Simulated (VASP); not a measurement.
# LiH (Fm-3m) in VASP: a series of runs

The runs below take LiH through single point, with PBE.

Everything below comes from runs of VASP 6.6.1. Logs are shortened: lines on timing, memory, paths and dates and some standing lists are left out, and cuts for length are marked.

## 1. The cell of the first run

The structure is cubic, space group Fm-3m (No. 225). The conventional cell has a = 4.074 Å, b = 4.074 Å, c = 4.074 Å, α = 90.00°, β = 90.00°, γ = 90.00°. Li (site symmetry m-3m) has 6 H at 2.04 Å within 2.7 Å. H (site symmetry m-3m) has 6 Li at 2.04 Å within 2.7 Å.

## 2. Single point, PBE

INCAR

```
  ALGO = Normal
  EDIFF = 1E-6
  ENCUT = 750
  GGA = PE
  GGA_COMPAT = False
  ISIF = 2
  ISMEAR = 0
  LASPH = True
  LCHARG = False
  LREAL = False
  LWAVE = False
  NBANDS = 9
  NELM = 120
  PREC = Accurate
  SIGMA = 0.01
```

KPOINTS

```
k-points
0
Gamma
  8 8 8
```

POSCAR

```
LiH
1.0
    0.0000000000      2.0367500000      2.0367500000
    2.0367500000      0.0000000000      2.0367500000
    2.0367500000      2.0367500000      0.0000000000
Li H
1 1
Direct
    0.0000000000      0.0000000000      0.0000000000
    0.5000000000      0.5000000000      0.5000000000
```

Potentials or basis: VASP PAW PBE potentials, release 64 (Li_sv, H).

On the command line:

```bash
cat potpaw_PBE.64/Li_sv/POTCAR potpaw_PBE.64/H/POTCAR > POTCAR
mpirun -np 1 vasp_std > vasp.out
```

OUTCAR:

```text
EDIFF = 1E-6
   ENCUT = 750
   GGA = PE
   ISIF = 2
   ISMEAR = 0
   LASPH = True
   LREAL = False
   NELM = 120
   PREC = Accurate

 ion  position               nearest neighbor table
   1  0.000  0.000  0.000-
   2  0.500  0.500  0.500-

  LATTYP: Found a face centered cubic cell.
 ALAT       =     4.0735000000

  Lattice vectors:

 A1 = (   0.0000000000,   2.0367500000,   2.0367500000)
 A2 = (   2.0367500000,   0.0000000000,   2.0367500000)
 A3 = (   2.0367500000,   2.0367500000,   0.0000000000)

Analysis of symmetry for initial positions (statically):
=====================================================================
 Subroutine PRICEL returns:
 Original cell was already a primitive cell.

 Routine SETGRP: Setting up the symmetry group for a
 face centered cubic supercell.

 Subroutine GETGRP returns: Found 48 space group operations
 (whereof 48 operations were pure point group operations)
 out of a pool of 48 trial point group operations.

The static configuration has the point symmetry O_h .

Analysis of symmetry for dynamics (positions and initial velocities):
=====================================================================
 Subroutine PRICEL returns:
 Original cell was already a primitive cell.

 Routine SETGRP: Setting up the symmetry group for a
 face centered cubic supercell.

 Subroutine GETGRP returns: Found 48 space group operations
 (whereof 48 operations were pure point group operations)
 out of a pool of 48 trial point group operations.

The dynamic configuration has the point symmetry O_h .

 Subroutine INISYM returns: Found 48 space group operations
 (whereof 48 operations are pure point group operations),
 and found     1 'primitive' translations

----------------------------------------------------------------------------------------

                                     Primitive cell

  volume of cell :      16.8983

  direct lattice vectors                    reciprocal lattice vectors
     0.000000000  2.036750000  2.036750000    -0.245489137  0.245489137  0.245489137
     2.036750000  0.000000000  2.036750000     0.245489137 -0.245489137  0.245489137
     2.036750000  2.036750000  0.000000000     0.245489137  0.245489137 -0.245489137

  length of vectors
     2.880399473  2.880399473  2.880399473     0.425199658  0.425199658  0.425199658

  position of ions in fractional coordinates (direct lattice)
     0.000000000  0.000000000  0.000000000
     0.500000000  0.500000000  0.500000000

  ion indices of the primitive-cell ions
   primitive index   ion index
                 1           1
                 2           2

----------------------------------------------------------------------------------------

 KPOINTS: k-points

Automatic generation of k-mesh.
 Grid dimensions read from file:
 generate k-points for:    8    8    8

 Generating k-lattice:

  Cartesian coordinates                     Fractional coordinates (reciprocal lattice)
    -0.030686142  0.030686142  0.030686142     0.125000000  0.000000000  0.000000000
     0.030686142 -0.030686142  0.030686142     0.000000000  0.125000000  0.000000000
     0.030686142  0.030686142 -0.030686142     0.000000000  0.000000000  0.125000000

  Length of vectors
     0.053149957  0.053149957  0.053149957

  Shift w.r.t. Gamma in fractional coordinates (k-lattice)
     0.000000000  0.000000000  0.000000000

 Subroutine IBZKPT returns following result:
 ===========================================

 Found     29 irreducible k-points:

 Following reciprocal coordinates:
            Coordinates               Weight
  0.000000  0.000000  0.000000      1.000000
  0.125000  0.000000  0.000000      8.000000
  0.250000  0.000000  0.000000      8.000000
  0.375000  0.000000  0.000000      8.000000
  0.500000  0.000000  0.000000      4.000000
  0.125000  0.125000  0.000000      6.000000
[... 16 lines left out ...]
  0.500000  0.250000  0.125000     48.000000
 -0.375000  0.250000  0.125000     24.000000
 [... further k-points ...]
   k-points           NKPTS =     29   k-points in BZ     NKDIM =     29   number of bands    NBANDS=      9
   number of dos      NEDOS =    301   number of ions     NIONS =      2
   total plane-waves  NPLWV =  21952
   dimension x,y,z NGX =    28 NGY =   28 NGZ =   28
   dimension x,y,z NGXF=    56 NGYF=   56 NGZF=   56
   ions per type =               1   1
   NGX,Y,Z   is equivalent  to a cutoff of  16.16, 16.16, 16.16 a.u.
   NGXF,Y,Z  is equivalent  to a cutoff of  32.32, 32.32, 32.32 a.u.
 SYSTEM =  unknown system
   PREC   = accura    normal or accurate (medium, high low for compatibility)
   ISTART =      0    job   : 0-new  1-cont  2-samecut
   ICHARG =      2    charge: 1-file 2-atom 10-const
   ISPIN  =      1    spin polarized calculation?
   LNONCOLLINEAR =      F non collinear calculations
   LSORBIT =      F    spin-orbit coupling
   LASPH  =      T    aspherical Exc in radial PAW
   ENCUT  =  750.0 eV  55.12 Ry    7.42 a.u.   6.43  6.43  6.43*2*pi/ulx,y,z
   NELM   =    120;   NELMIN=  2; NELMDL= -5     # of ELM steps
   EDIFF  = 0.1E-05   stopping-criterion for ELM
   LREAL  =      F    real-space projection
   EDIFFG = 0.1E-04   stopping-criterion for IOM
   NSW    =      0    number of steps for IOM
   IBRION =     -1    ionic relax: 0-MD 1-quasi-New 2-CG
   NFREE  =      0    steps in history (QN), initial steepest desc. (CG)
   ISIF   =      2    stress and relaxation
   ISYM   =      2    0-nonsym 1-usesym 2-fastsym
   POTIM  = 0.5000    time-step for ionic-motion
   TEBEG  =    0.0;   TEEND  =   0.0 temperature during run
   PSTRESS=    0.0 pullay stress
   NELECT =       4.0000    total number of electrons
   NUPDOWN=      -1.0000    fix difference up-down
   EMIN   =  10.00;   EMAX   =-10.00  energy-range for DOS
   EFERMI =   0.00;   METHOD = LEGACY
   ISMEAR =     0;   SIGMA  =   0.01  broadening in eV -4-tet -1-fermi 0-gaus
   EFERMI_NEDOS =   21; number of points for ismear=-14 and -15
   IALGO  =     38    algorithm
   IMIX   =      4    mixing-type and parameters
     AMIX     =   0.40;   BMIX     =  1.00
     AMIX_MAG =   1.60;   BMIX_MAG =  1.00
  volume/ion in A,a.u.               =       8.45        57.02
  Fermi-wavevector in a.u.,A,eV,Ry     =   1.012699  1.913724 13.953585  1.025560
  Thomas-Fermi vector in A             =   2.145824
   LORBIT       =      0    0 simple, 1 ext, 2 COOP (PROOUT), +10 PAW based schemes
   GGA     = PE    functional components
   LHFCALC =     F    Hartree Fock is set to
   AEXX    =    0.0000 exact exchange contribution
   IVDW    =     0    specifies the selected vdW correction
   LEPSILON=     F    determine dielectric tensor
   LRPA    =     F    only Hartree local field effects (RPA)
 non-spin polarized calculation
 Gauss-broadening in eV      SIGMA  =   0.01
  energy-cutoff  :      750.00
  volume of cell :       16.90
 maximum number of plane-waves:       817
 NGX is ok and might be reduce to    28
   NGX = 13   NGY = 13   NGZ = 13

 number of electron       3.9999999 magnetization

 Free energy of the ion-electron system (eV)
  ---------------------------------------------------
  ext. energy  EPLUGINS =         0.00000000
  ---------------------------------------------------
  free energy    TOTEN  =        -6.12225274 eV

  energy without entropy =       -6.12225274  energy(sigma->0) =       -6.12225274

 E-fermi :   0.0874     XC(G=0):  -8.3586

 val. band max:       -0.1319806335   @ k =   0.5000   0.5000   0.0000
 cond. band min:       2.8827414549   @ k =   0.5000   0.5000   0.0000
 fundamental gap:      3.0147220884
 Fermi energy:         0.0874088991

 k-point     1 :       0.0000    0.0000    0.0000
  band No.  band energies     occupation
      1     -44.4619      2.00000
      2      -5.3894      2.00000
      3      15.3381      0.00000
      4      17.2744      0.00000
      5      17.2744      0.00000
      6      17.2744      0.00000
      7      21.9025      0.00000
      8      21.9025      0.00000
      9      21.9025      0.00000

 k-point     2 :       0.1250    0.0000    0.0000
  band No.  band energies     occupation
      1     -44.4564      2.00000
      2      -5.1192      2.00000
      3      13.2954      0.00000
      4      15.9240      0.00000
      5      16.7480      0.00000
      6      16.7480      0.00000
      7      21.4399      0.00000
      8      23.0371      0.00000
      9      23.0371      0.00000

 k-point     3 :       0.2500    0.0000    0.0000
  band No.  band energies     occupation
      1     -44.4428      2.00000
      2      -4.3416      2.00000
      3       9.3279      0.00000
      4      14.4652      0.00000
      5      16.0796      0.00000
      6      16.0796      0.00000
      7      21.4458      0.00000
      8      21.4458      0.00000
      9      22.8109      0.00000

 k-point     4 :       0.3750    0.0000    0.0000
  band No.  band energies     occupation
      1     -44.4292      2.00000
      2      -3.2597      2.00000
      3       6.0548      0.00000
      4      13.4716      0.00000
      5      15.8707      0.00000
      6      15.8707      0.00000
      7      19.3327      0.00000
      8      19.3327      0.00000
      9      24.9056      0.00000
[... 205 lines left out ...]
 k-point    22 :       0.3750    0.2500    0.1250
  band No.  band energies     occupation
      1     -44.4329      2.00000
      2      -3.5877      2.00000
      3       9.1589      0.00000
      4       9.9885      0.00000
      5      13.7161      0.00000
      6      16.9988      0.00000
      7      19.5029      0.00000
      8      23.0174      0.00000
      9      26.6762      0.00000

 k-point    23 :       0.5000    0.2500    0.1250
  band No.  band energies     occupation
      1     -44.4221      2.00000
      2      -2.4451      2.00000
      3       6.2884      0.00000
      4       8.8102      0.00000
      5      13.0436      0.00000
      6      16.2163      0.00000
      7      21.5980      0.00000
      8      23.5537      0.00000
      9      26.1722      0.00000

 k-point    24 :      -0.3750    0.2500    0.1250
  band No.  band energies     occupation
      1     -44.4176      2.00000
      2      -1.7475      2.00000
      3       4.8689      0.00000
      4       8.5273      0.00000
      5      12.7913      0.00000
      6      15.8337      0.00000
      7      22.2814      0.00000
      8      25.2454      0.00000
      9      26.4421      0.00000

 [... further k-points ...]
[... 5 lines left out ...]
  --------------------------------------------------------------------------------------
  -------------------------------------------------------------------------------------
  Total       -0.1920987     -0.1920987     -0.1920987      0.0000000     -0.0000000      0.0000000
  in kB      -18.2134300    -18.2134300    -18.2134300      0.0000000     -0.0000000      0.0000000
  external PRESSURE =     -18.2134300 kB  Pullay stress =       0.0000000 kB

 VOLUME and BASIS-vectors are now :
 -----------------------------------------------------------------------------
  energy-cutoff  :      750.00
  volume of cell :       16.90
      direct lattice vectors                 reciprocal lattice vectors
     0.000000000  2.036750000  2.036750000    -0.245489137  0.245489137  0.245489137
     2.036750000  0.000000000  2.036750000     0.245489137 -0.245489137  0.245489137
     2.036750000  2.036750000  0.000000000     0.245489137  0.245489137 -0.245489137

 POSITION                                       TOTAL-FORCE (eV/Angst)
 -----------------------------------------------------------------------------------
      0.00000      0.00000      0.00000        -0.000000     -0.000000     -0.000000
      2.03675      2.03675      2.03675         0.000000      0.000000      0.000000
 -----------------------------------------------------------------------------------
    total drift:                                0.000000      0.000000      0.000000

  FREE ENERGIE OF THE ION-ELECTRON SYSTEM (eV)
  ---------------------------------------------------
  free  energy   TOTEN  =        -6.1222527363 eV

  energy  without entropy=       -6.1222527363  energy(sigma->0) =       -6.12225274
```

It took 13 s on 1 thread of Intel Xeon 8259CL, shared host; peak memory 0.15 GiB.

Results:

```
Free energy            : -6.1223 eV
Pressure               : -1.8 GPa
Band gap on the k mesh : 3.01 eV, direct
```

A k mesh can miss the band edges. Expect the measured gap to be larger: semilocal functionals such as PBE lack the derivative discontinuity.

## 3. Single point, PBE

INCAR

```
SYSTEM = LiH
PREC = Accurate
ENCUT = 750
EDIFF = 1E-6
ISMEAR = 0
SIGMA = 0.01
LREAL = .False.
LASPH = .True.
NELM = 120
ALGO = Normal
ISIF = 2
LWAVE = .False.
LCHARG = .False.
GGA = PE
NBANDS = 9
GGA_COMPAT = .False.
```

KPOINTS

```
regular mesh
0
Gamma
  8 8 8
  0 0 0
```

POSCAR is that of step 2.

Potentials or basis: VASP PAW PBE potentials, release 64 (Li_sv, H).

On the command line:

```bash
cat potpaw_PBE.64/Li_sv/POTCAR potpaw_PBE.64/H/POTCAR > POTCAR
mpirun -np 1 vasp_std > vasp.out
```

OUTCAR:

```text
SYSTEM = LiH
   PREC = Accurate
   ENCUT = 750
   EDIFF = 1E-6
   ISMEAR = 0
   LREAL = .False.
   LASPH = .True.
   NELM = 120
   ISIF = 2
   GGA = PE

 ion  position               nearest neighbor table
   1  0.000  0.000  0.000-
   2  0.500  0.500  0.500-

  LATTYP: Found a face centered cubic cell.
 ALAT       =     4.0735000000

  Lattice vectors:

 A1 = (   0.0000000000,   2.0367500000,   2.0367500000)
 A2 = (   2.0367500000,   0.0000000000,   2.0367500000)
 A3 = (   2.0367500000,   2.0367500000,   0.0000000000)

Analysis of symmetry for initial positions (statically):
=====================================================================
 Subroutine PRICEL returns:
 Original cell was already a primitive cell.

 Routine SETGRP: Setting up the symmetry group for a
 face centered cubic supercell.

 Subroutine GETGRP returns: Found 48 space group operations
 (whereof 48 operations were pure point group operations)
 out of a pool of 48 trial point group operations.

The static configuration has the point symmetry O_h .

Analysis of symmetry for dynamics (positions and initial velocities):
=====================================================================
 Subroutine PRICEL returns:
 Original cell was already a primitive cell.

 Routine SETGRP: Setting up the symmetry group for a
 face centered cubic supercell.

 Subroutine GETGRP returns: Found 48 space group operations
 (whereof 48 operations were pure point group operations)
 out of a pool of 48 trial point group operations.

The dynamic configuration has the point symmetry O_h .

 Subroutine INISYM returns: Found 48 space group operations
 (whereof 48 operations are pure point group operations),
 and found     1 'primitive' translations

----------------------------------------------------------------------------------------

                                     Primitive cell

  volume of cell :      16.8983

[... 108 lines left out ...]
     AMIX_MAG =   1.60;   BMIX_MAG =  1.00
  volume/ion in A,a.u.               =       8.45        57.02
  Fermi-wavevector in a.u.,A,eV,Ry     =   1.012699  1.913724 13.953585  1.025560
  Thomas-Fermi vector in A             =   2.145824
   LORBIT       =      0    0 simple, 1 ext, 2 COOP (PROOUT), +10 PAW based schemes
   GGA     = PE    functional components
   LHFCALC =     F    Hartree Fock is set to
   AEXX    =    0.0000 exact exchange contribution
   IVDW    =     0    specifies the selected vdW correction
   LEPSILON=     F    determine dielectric tensor
   LRPA    =     F    only Hartree local field effects (RPA)
 non-spin polarized calculation
 Gauss-broadening in eV      SIGMA  =   0.01
  energy-cutoff  :      750.00
  volume of cell :       16.90
 maximum number of plane-waves:       817
 NGX is ok and might be reduce to    28
   NGX = 13   NGY = 13   NGZ = 13

 number of electron       3.9999999 magnetization

 Free energy of the ion-electron system (eV)
  ---------------------------------------------------
  ext. energy  EPLUGINS =         0.00000000
  ---------------------------------------------------
  free energy    TOTEN  =        -6.12225274 eV

  energy without entropy =       -6.12225274  energy(sigma->0) =       -6.12225274

 E-fermi :   0.0874     XC(G=0):  -8.3586

 val. band max:       -0.1319806335   @ k =   0.5000   0.5000   0.0000
 cond. band min:       2.8827414549   @ k =   0.5000   0.5000   0.0000
 fundamental gap:      3.0147220884
 Fermi energy:         0.0874088991

 k-point     1 :       0.0000    0.0000    0.0000
  band No.  band energies     occupation
      1     -44.4619      2.00000
      2      -5.3894      2.00000
      3      15.3381      0.00000
      4      17.2744      0.00000
      5      17.2744      0.00000
      6      17.2744      0.00000
      7      21.9025      0.00000
      8      21.9025      0.00000
      9      21.9025      0.00000
[... 265 lines left out ...]
 k-point    24 :      -0.3750    0.2500    0.1250
  band No.  band energies     occupation
      1     -44.4176      2.00000
      2      -1.7475      2.00000
      3       4.8689      0.00000
      4       8.5273      0.00000
      5      12.7913      0.00000
      6      15.8337      0.00000
      7      22.2814      0.00000
      8      25.2454      0.00000
      9      26.4421      0.00000

 [... further k-points ...]
[... 5 lines left out ...]
  --------------------------------------------------------------------------------------
  -------------------------------------------------------------------------------------
  Total       -0.1920987     -0.1920987     -0.1920987      0.0000000     -0.0000000      0.0000000
  in kB      -18.2134300    -18.2134300    -18.2134300      0.0000000     -0.0000000      0.0000000
  external PRESSURE =     -18.2134300 kB  Pullay stress =       0.0000000 kB

 VOLUME and BASIS-vectors are now :
 -----------------------------------------------------------------------------
  energy-cutoff  :      750.00
  volume of cell :       16.90
      direct lattice vectors                 reciprocal lattice vectors
     0.000000000  2.036750000  2.036750000    -0.245489137  0.245489137  0.245489137
     2.036750000  0.000000000  2.036750000     0.245489137 -0.245489137  0.245489137
     2.036750000  2.036750000  0.000000000     0.245489137  0.245489137 -0.245489137

 POSITION                                       TOTAL-FORCE (eV/Angst)
 -----------------------------------------------------------------------------------
      0.00000      0.00000      0.00000        -0.000000     -0.000000     -0.000000
      2.03675      2.03675      2.03675         0.000000      0.000000      0.000000
 -----------------------------------------------------------------------------------
    total drift:                                0.000000      0.000000      0.000000

  FREE ENERGIE OF THE ION-ELECTRON SYSTEM (eV)
  ---------------------------------------------------
  free  energy   TOTEN  =        -6.1222527363 eV

  energy  without entropy=       -6.1222527363  energy(sigma->0) =       -6.12225274
```

OSZICAR:

```text
N       E                     dE             d eps       ncg     rms          rms(c)
DAV:   1    -0.944305021757E+00   -0.94431E+00   -0.17304E+03   522   0.512E+02
DAV:   2    -0.623869917980E+01   -0.52944E+01   -0.52482E+01   683   0.590E+01
DAV:   3    -0.636190488134E+01   -0.12321E+00   -0.12311E+00   663   0.698E+00
DAV:   4    -0.636271086610E+01   -0.80598E-03   -0.80593E-03   663   0.536E-01
DAV:   5    -0.636271857592E+01   -0.77098E-05   -0.77096E-05   674   0.408E-02    0.286E+00
DAV:   6    -0.618020536562E+01    0.18251E+00   -0.15373E-01   575   0.120E+00    0.142E+00
DAV:   7    -0.612038086839E+01    0.59824E-01   -0.19249E-01   604   0.155E+00    0.217E-01
DAV:   8    -0.612229579674E+01   -0.19149E-02   -0.46459E-03   613   0.454E-01    0.399E-02
DAV:   9    -0.612225429582E+01    0.41501E-04   -0.13662E-04   668   0.464E-02    0.815E-03
DAV:  10    -0.612225298430E+01    0.13115E-05   -0.61308E-06   634   0.176E-02    0.242E-03
DAV:  11    -0.612225273626E+01    0.24804E-06   -0.21034E-07   415   0.209E-03
   1 F= -.61222527E+01 E0= -.61222527E+01  d E =0.000000E+00
```

Run time: 15 s. Hardware: 1 thread of Intel Xeon 8259CL, shared host; peak memory 0.15 GiB.

What came out:

| Property | Result |
| --- | --- |
| Free energy | -6.1223 eV |
| Pressure | -1.8 GPa |
| Band gap on the k mesh | 3.01 eV, direct |

Levels at points of the mesh, in eV from the valence-band top:
```
           k point  band 1  band 2  band 3  band 4  band 5  band 6
(0.00, 0.00, 0.00)  -44.33   -5.26   15.47   17.41   17.41   17.41
(0.50, 0.00, 0.00)  -44.29   -2.49    4.80   13.25   16.07   16.07
(0.50, 0.50, 0.00)  -44.28    0.00    3.01   10.58   10.58   13.69
```

A k mesh can miss the band edges. As with any semilocal functional, this PBE gap is likely too small.
